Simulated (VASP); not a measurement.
# H21C10N5O3 in VASP: notebook

Runs on H21C10N5O3. Level: PBE. Tasks: single point.

Program: VASP 6.6.1. These are calculated values, not measurements. Logs are shortened: lines on timing, memory, paths and dates and some standing lists are left out, and cuts for length are marked.

### 1 The cell of the first run

The cell holds a disordered packing, 39 atoms: a = 8.067 Å, b = 8.067 Å, c = 8.067 Å, α = 90.00°, β = 90.00°, γ = 90.00°.

### 2 Single point, PBE

Input file INCAR:

```
ALGO     = Normal         # electronic algorithm
EDIFF    = 1E-6           # SCF threshold, eV
ENCUT    = 520            # plane-wave cutoff, eV
GGA      = PE             # functional
ISIF     = 2              # what is computed and relaxed
ISMEAR   = -1             # smearing method
LASPH    = True           # aspherical terms in the spheres
LCHARG   = True           # write CHGCAR
LELF     = True           # ELF
LREAL    = Auto         
LVHAR    = True         
LWAVE    = False          # write WAVECAR
NBANDS   = 77             # bands
NELM     = 100            # most SCF steps
PREC     = Accurate       # precision mode
SIGMA    = 0.05           # smearing width, eV
```

Input file KPOINTS:

```
k-points
0
Gamma
  1 1 1
```

Input file POSCAR:

```
H21C10N5O3
1.0
    8.0671430000      0.0000000000      0.0000000000
    0.0000000000      8.0671430000      0.0000000000
    0.0000000000      0.0000000000      8.0671430000
O H C N
3 21 10 5
Direct
    0.7673968343      0.4375154872      0.6628121009
    0.5207047898      0.5535540897      0.8473259988
   -0.0331963869      0.1755764091      0.8759358797
    0.7012767717      0.5281547631      0.6931326245
    0.7844784703      0.4637081554      0.5408358325
    0.4994209226      0.4647990001      0.9265981773
    0.4034885709      0.5643633688      0.8134726259
   -0.0489020710      0.1545528572      0.9902514434
   -0.1114273046      0.2586665440      0.8389339324
    0.5995679015      0.0376341414      0.5232335661
    0.4735753414      0.0625128376      0.3331042973
    0.6296900898     -0.0882840431      0.3793908203
    0.1351531763      1.0151797235      0.6486930999
    0.0753054706      0.7978909014      0.6804515552
    0.2535222197      0.8395165426      0.7565503673
    0.2131485707      0.4605347891      0.2139295163
    0.0845776504      0.2720169954      0.2544147290
    0.0613724090      0.4509775022      0.3906587499
    0.9490224730      0.8584203850      0.0002727112
    1.0047299273      0.8500779024      0.2052647387
    1.1004143598      0.7231432491      0.0676447659
    0.5580042402     -0.0764211072      0.7733964800
    0.4773809018      0.1326615879      0.7530051221
    0.6661466147      0.0746484846      0.8404462398
    0.5899486349      0.0421710635      0.3888737314
    0.7039542996      0.1204267731      0.2835700322
    0.1723658549      0.8899929008      0.6490649788
    0.2807809407      0.8217655247      0.5125482466
    0.1560775605      0.3757340114      0.3126633555
    0.2707402112      0.3319390768      0.4460563052
    0.9770001598      0.7724791788      0.0976677865
    0.8428262645      0.6749973318      0.1052045315
    0.5320718872      0.0469806969      0.8410412460
    0.4388666471      0.0493235337      1.0063290064
    0.8087125764      0.1670851750      0.1936993059
    0.3467894396      0.7464972420      0.3977244484
    0.3508429192      0.3075438231      0.5666938097
    0.7440428414      0.5665698501      0.1130139877
    0.3699946809      0.0577775800      1.1297556024
```

Potentials or basis: VASP PAW PBE potentials, release 64 (O, H, C, N).

Command:

```
$ cat potpaw_PBE.64/O/POTCAR potpaw_PBE.64/H/POTCAR potpaw_PBE.64/C/POTCAR potpaw_PBE.64/N/POTCAR > POTCAR
$ mpirun -np 1 vasp_gam > vasp.out
```

OUTCAR:

```text
EDIFF = 1E-6
   ENCUT = 520
   GGA = PE
   ISIF = 2
   ISMEAR = -1
   LASPH = True
   LREAL = Auto
   NELM = 100
   PREC = Accurate

 ion  position               nearest neighbor table
   1  0.767  0.438  0.663-   4 0.94   5 1.02
   2  0.521  0.554  0.847-   6 0.98   7 0.99
   3  0.967  0.176  0.876-   8 0.95   9 0.97
   4  0.701  0.528  0.693-   1 0.94
   5  0.784  0.464  0.541-   1 1.02
   6  0.499  0.465  0.927-   2 0.98
   7  0.403  0.564  0.813-   2 0.99
   8  0.951  0.155  0.990-   3 0.95
   9  0.889  0.259  0.839-   3 0.97
[... 13 lines left out ...]
  23  0.477  0.133  0.753-  33 1.08
  24  0.666  0.075  0.840-  33 1.10
  25  0.590  0.042  0.389-  11 1.05  10 1.09  12 1.10  26 1.40
  26  0.704  0.120  0.284-  35 1.18  25 1.40
  27  0.172  0.890  0.649-  13 1.05  14 1.11  15 1.16  28 1.51
  28  0.281  0.822  0.513-  36 1.23  27 1.51
  29  0.156  0.376  0.313-  17 1.12  16 1.15  18 1.16  30 1.46
  30  0.271  0.332  0.446-  37 1.18  29 1.46
  31  0.977  0.772  0.098-  19 1.07  20 1.09  21 1.10  32 1.34
  32  0.843  0.675  0.105-  38 1.18  31 1.34
  33  0.532  0.047  0.841-  23 1.08  24 1.10  22 1.15  34 1.53
  34  0.439  0.049  0.006-  39 1.14  33 1.53
  35  0.809  0.167  0.194-  26 1.18
  36  0.347  0.746  0.398-  28 1.23
  37  0.351  0.308  0.567-  30 1.18
  38  0.744  0.567  0.113-  32 1.18
  39  0.370  0.058  0.130-  34 1.14

  LATTYP: Found a simple cubic cell.
 ALAT       =     8.0671430000

  Lattice vectors:

 A1 = (   8.0671430000,   0.0000000000,   0.0000000000)
 A2 = (   0.0000000000,   8.0671430000,   0.0000000000)
 A3 = (   0.0000000000,   0.0000000000,   8.0671430000)

Analysis of symmetry for initial positions (statically):
=====================================================================
 Subroutine PRICEL returns:
 Original cell was already a primitive cell.

 Routine SETGRP: Setting up the symmetry group for a
 simple cubic supercell.

 Subroutine GETGRP returns: Found  1 space group operations
 (whereof  1 operations were pure point group operations)
 out of a pool of 48 trial point group operations.

The static configuration has the point symmetry C_1 .

Analysis of symmetry for dynamics (positions and initial velocities):
=====================================================================
 Subroutine PRICEL returns:
 Original cell was already a primitive cell.

 Routine SETGRP: Setting up the symmetry group for a
 simple cubic supercell.

 Subroutine GETGRP returns: Found  1 space group operations
 (whereof  1 operations were pure point group operations)
 out of a pool of 48 trial point group operations.

The dynamic configuration has the point symmetry C_1 .

 Subroutine INISYM returns: Found  1 space group operations
 (whereof  1 operations are pure point group operations),
 and found     1 'primitive' translations

----------------------------------------------------------------------------------------

                                     Primitive cell

  volume of cell :     525.0000

  direct lattice vectors                    reciprocal lattice vectors
     8.067143000  0.000000000  0.000000000     0.123959622  0.000000000  0.000000000
     0.000000000  8.067143000  0.000000000     0.000000000  0.123959622  0.000000000
     0.000000000  0.000000000  8.067143000     0.000000000  0.000000000  0.123959622

  length of vectors
     8.067143000  8.067143000  8.067143000     0.123959622  0.123959622  0.123959622

  position of ions in fractional coordinates (direct lattice)
     0.767396834  0.437515487  0.662812101
     0.520704790  0.553554090  0.847325999
     0.966803613  0.175576409  0.875935880
     0.701276772  0.528154763  0.693132625
     0.784478470  0.463708155  0.540835833
     0.499420923  0.464799000  0.926598177
[... 31 lines left out ...]
     0.744042841  0.566569850  0.113013988
     0.369994681  0.057777580  0.129755602

  ion indices of the primitive-cell ions
   primitive index   ion index
                 1           1
                 2           2
                 3           3
                 4           4
                 5           5
                 6           6
[... 31 lines left out ...]
                38          38
                39          39

----------------------------------------------------------------------------------------

 KPOINTS: k-points

Automatic generation of k-mesh.
 Grid dimensions read from file:
 generate k-points for:    1    1    1

 Generating k-lattice:

  Cartesian coordinates                     Fractional coordinates (reciprocal lattice)
     0.123959622  0.000000000  0.000000000     1.000000000  0.000000000  0.000000000
     0.000000000  0.123959622  0.000000000     0.000000000  1.000000000  0.000000000
     0.000000000  0.000000000  0.123959622     0.000000000  0.000000000  1.000000000

  Length of vectors
     0.123959622  0.123959622  0.123959622

  Shift w.r.t. Gamma in fractional coordinates (k-lattice)
     0.000000000  0.000000000  0.000000000

 Subroutine IBZKPT returns following result:
 ===========================================

 Found      1 irreducible k-points:

 Following reciprocal coordinates:
            Coordinates               Weight
  0.000000  0.000000  0.000000      1.000000
   k-points           NKPTS =      1   k-points in BZ     NKDIM =      1   number of bands    NBANDS=     77
   number of dos      NEDOS =    301   number of ions     NIONS =     39
   total plane-waves  NPLWV = 216000
   dimension x,y,z NGX =    60 NGY =   60 NGZ =   60
   dimension x,y,z NGXF=   120 NGYF=  120 NGZF=  120
   ions per type =               3  21  10   5
   NGX,Y,Z   is equivalent  to a cutoff of  12.36, 12.36, 12.36 a.u.
   NGXF,Y,Z  is equivalent  to a cutoff of  24.73, 24.73, 24.73 a.u.
 SYSTEM =  unknown system
   PREC   = accura    normal or accurate (medium, high low for compatibility)
   ISTART =      0    job   : 0-new  1-cont  2-samecut
   ICHARG =      2    charge: 1-file 2-atom 10-const
   ISPIN  =      1    spin polarized calculation?
   LNONCOLLINEAR =      F non collinear calculations
   LSORBIT =      F    spin-orbit coupling
   LASPH  =      T    aspherical Exc in radial PAW
   ENCUT  =  520.0 eV  38.22 Ry    6.18 a.u.  15.00 15.00 15.00*2*pi/ulx,y,z
   NELM   =    100;   NELMIN=  2; NELMDL= -5     # of ELM steps
   EDIFF  = 0.1E-05   stopping-criterion for ELM
   LREAL  =      T    real-space projection
   EDIFFG = 0.1E-04   stopping-criterion for IOM
   NSW    =      0    number of steps for IOM
   IBRION =     -1    ionic relax: 0-MD 1-quasi-New 2-CG
   NFREE  =      0    steps in history (QN), initial steepest desc. (CG)
   ISIF   =      2    stress and relaxation
   ISYM   =      2    0-nonsym 1-usesym 2-fastsym
   POTIM  = 0.5000    time-step for ionic-motion
   TEBEG  =    0.0;   TEEND  =   0.0 temperature during run
   PSTRESS=    0.0 pullay stress
   NELECT =     104.0000    total number of electrons
   NUPDOWN=      -1.0000    fix difference up-down
   EMIN   =  10.00;   EMAX   =-10.00  energy-range for DOS
   EFERMI =   0.00;   METHOD = LEGACY
   ISMEAR =    -1;   SIGMA  =   0.05  broadening in eV -4-tet -1-fermi 0-gaus
   EFERMI_NEDOS =   21; number of points for ismear=-14 and -15
   IALGO  =     38    algorithm
   IMIX   =      4    mixing-type and parameters
     AMIX     =   0.40;   BMIX     =  1.00
     AMIX_MAG =   1.60;   BMIX_MAG =  1.00
  volume/ion in A,a.u.               =      13.46        90.84
  Fermi-wavevector in a.u.,A,eV,Ry     =   0.954332  1.803426 12.391502  0.910750
  Thomas-Fermi vector in A             =   2.083069
   LORBIT       =      0    0 simple, 1 ext, 2 COOP (PROOUT), +10 PAW based schemes
   GGA     = PE    functional components
   LHFCALC =     F    Hartree Fock is set to
   AEXX    =    0.0000 exact exchange contribution
   IVDW    =     0    specifies the selected vdW correction
   LEPSILON=     F    determine dielectric tensor
   LRPA    =     F    only Hartree local field effects (RPA)
 non-spin polarized calculation
  energy-cutoff  :      520.00
  volume of cell :      525.00
 maximum number of plane-waves:      6999
 NGX is ok and might be reduce to    60
   NGX = 29   NGY = 29   NGZ = 29

 number of electron     103.9999999 magnetization

 Free energy of the ion-electron system (eV)
  ---------------------------------------------------
  ext. energy  EPLUGINS =         0.00000000
  ---------------------------------------------------
  free energy    TOTEN  =      -224.42359524 eV

  energy without entropy =     -224.42359524  energy(sigma->0) =     -224.42359524

 E-fermi :  -2.2681     XC(G=0):  -6.3536

 val. band max:       -3.5313422150   @ k =   0.0000   0.0000   0.0000
 cond. band min:       1.0858947427   @ k =   0.0000   0.0000   0.0000
 fundamental gap:      4.6172369577
 Fermi energy:        -2.2681172476

 k-point     1 :       0.0000    0.0000    0.0000
  band No.  band energies     occupation
      1     -22.2749      2.00000
      2     -21.7899      2.00000
      3     -21.5488      2.00000
      4     -20.0258      2.00000
      5     -19.4941      2.00000
      6     -19.2547      2.00000
[... 56 lines left out ...]
     63       2.9319      0.00000
     64       3.1168      0.00000
 [bands above 64 left out]

------------------------ aborting loop because EDIFF is reached ----------------------------------------

  FORCE on cell =-STRESS in cart. coord.  units (eV):
  Direction    XX          YY          ZZ          XY          YZ          ZX
  --------------------------------------------------------------------------------------
  -------------------------------------------------------------------------------------
  Total        2.1046134      2.5158255     -5.9671417      4.3417507     -1.3838612      4.4798703
  in kB        6.4227890      7.6777121    -18.2103237     13.2500098     -4.2232213     13.6715186
  external PRESSURE =      -1.3699409 kB  Pullay stress =       0.0000000 kB

 VOLUME and BASIS-vectors are now :
 -----------------------------------------------------------------------------
  energy-cutoff  :      520.00
  volume of cell :      525.00
      direct lattice vectors                 reciprocal lattice vectors
     8.067143000  0.000000000  0.000000000     0.123959622  0.000000000  0.000000000
     0.000000000  8.067143000  0.000000000     0.000000000  0.123959622  0.000000000
     0.000000000  0.000000000  8.067143000     0.000000000  0.000000000  0.123959622

 POSITION                                       TOTAL-FORCE (eV/Angst)
 -----------------------------------------------------------------------------------
      6.19070      3.52950      5.34700         1.961941     -0.937642     -2.886658
      4.20060      4.46560      6.83550        -1.881400      0.078432      0.156617
      7.79934      1.41640      7.06630         0.818906     -0.392934     -1.925823
      5.65730      4.26070      5.59160        -1.630191      1.308747      1.223807
      6.32850      3.74080      4.36300        -0.080726     -0.780641      1.568924
      4.02890      3.74960      7.47500         0.962640     -0.049444      0.332466
[... 31 lines left out ...]
      6.00230      4.57060      0.91170         0.960371      1.747033      0.007765
      2.98480      0.46610      1.04676        -1.964833      0.219898      1.725172
 -----------------------------------------------------------------------------------
    total drift:                                0.029027      0.005654     -0.027695

  FREE ENERGIE OF THE ION-ELECTRON SYSTEM (eV)
  ---------------------------------------------------
  free  energy   TOTEN  =      -224.4235952352 eV

  energy  without entropy=     -224.4235952351  energy(sigma->0) =     -224.42359524
```

Wall time 66 s (1 thread of Intel Xeon Platinum 8375C at 2.90GHz (Ice Lake), shared host); peak memory 0.48 GiB.

What came out:

```
Free energy            : -224.4236 eV
Pressure               : -0.1 GPa
Largest force          : 6.813 eV/Å
Band gap on the k mesh : 4.62 eV
```

Forces on the atoms (eV/Å):
```
O    1.962 -0.938 -2.887
O   -1.881  0.078  0.157
O    0.819 -0.393 -1.926
H   -1.630  1.309  1.224
H   -0.081 -0.781  1.569
H    0.963 -0.049  0.332
H    0.635  0.299 -0.553
H   -0.664  0.200  1.498
H   -0.206  0.376  0.102
H    0.010  1.557  0.281
H   -1.561 -0.190  0.207
H   -0.615 -0.492 -0.833
H   -0.089  1.330  0.158
H   -0.524  0.436 -0.986
H   -0.540  1.784 -0.396
H   -0.451 -0.901  1.115
H    0.652  0.387  0.400
H    0.724 -0.533 -1.286
H    0.185  1.098 -0.824
H   -0.364  0.067  0.375
H   -0.278 -0.737 -0.093
H   -1.452  0.607  1.153
H   -0.456  0.305 -0.146
H   -0.153  0.811  1.186
C    1.278 -1.888  0.864
C    2.545  1.158 -0.419
C    2.675 -4.292  0.813
C    0.409 -2.311 -3.958
C   -0.849  1.292  0.493
C    0.923 -0.394  1.085
C    3.592  3.334 -0.262
C   -3.937 -5.470  0.996
C    0.542 -1.378  0.298
C    3.054 -0.487 -4.851
N   -0.834 -0.266  0.611
N   -2.261  2.872  4.496
N   -1.135  0.233 -1.726
N    0.960  1.747  0.008
N   -1.965  0.220  1.725
```

Stress tensor (GPa, compression positive):
```
 0.64  1.33  1.37
 1.33  0.77 -0.42
 1.37 -0.42 -1.82
```

Caveat: the k points lie up to 0.78 Å⁻¹ apart.

(Part 1 of 3 ends here.)
